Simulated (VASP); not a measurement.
Write the native input for VASP 6.6.1 that does the following.

```yaml
Task: single point
Functional: pbesol exchange, pbe correlation
Potentials_or_basis: VASP PAW PBE potentials, release 64 (Mg)
Cutoff: 600 eV
k_mesh: 11 × 11 × 11
Occupations: tetrahedron
Spin: no spin polarisation
Dipole_correction: no
Further_INCAR_settings: ALGO = Normal; EDIFF = 1e-06; NBANDS = 7
```

The structure of Mg lies in POSCAR:

```
Mg
1.0
   -1.8720006078      1.8720006078      1.7123418728
    1.8720006078     -1.8720006078      1.7123418728
    1.8720006078      1.8720006078     -1.7123418728
Mg
1
Direct
    0.0000000000      0.0000000000      0.0000000000
```

One way to write it, as run:

INCAR

```
SYSTEM = Mg
  ALGO = Normal
  EDIFF = 1E-6
  ENCUT = 600
  GGA = LIBXC
  GGA_COMPAT = .False.
  ISIF = 2
  ISMEAR = -5
  LASPH = .True.
  LCHARG = .False.
  LIBXC1 = GGA_X_PBE_SOL
  LIBXC2 = GGA_C_PBE
  LREAL = .False.
  LWAVE = .False.
  NBANDS = 7
  NELM = 120
  PREC = Accurate
  SIGMA = 0.05
```

KPOINTS

```
k-points
0
Gamma
  11 11 11
  0 0 0
```

Potentials or basis: VASP PAW PBE potentials, release 64 (Mg).

Launch:

```console
$ cat potpaw_PBE.64/Mg/POTCAR > POTCAR
$ mpirun -np 1 vasp_std > vasp.out
```

Results of the run:

```yaml
Pressure: -2.4 GPa
Band_gap_on_the_k_mesh: zero (bands 1 and 2 overlap by 4.24 eV)
```

Caveat: the PAW data sets were made with another functional, which shifts forces and pressure a little; tetrahedron occupations give inexact forces and stress in metals.

It took 10 s on 1 thread of Intel(R) Xeon(R) 6975P-C (Granite Rapids), on a shared host, peak memory 0.17 GiB.
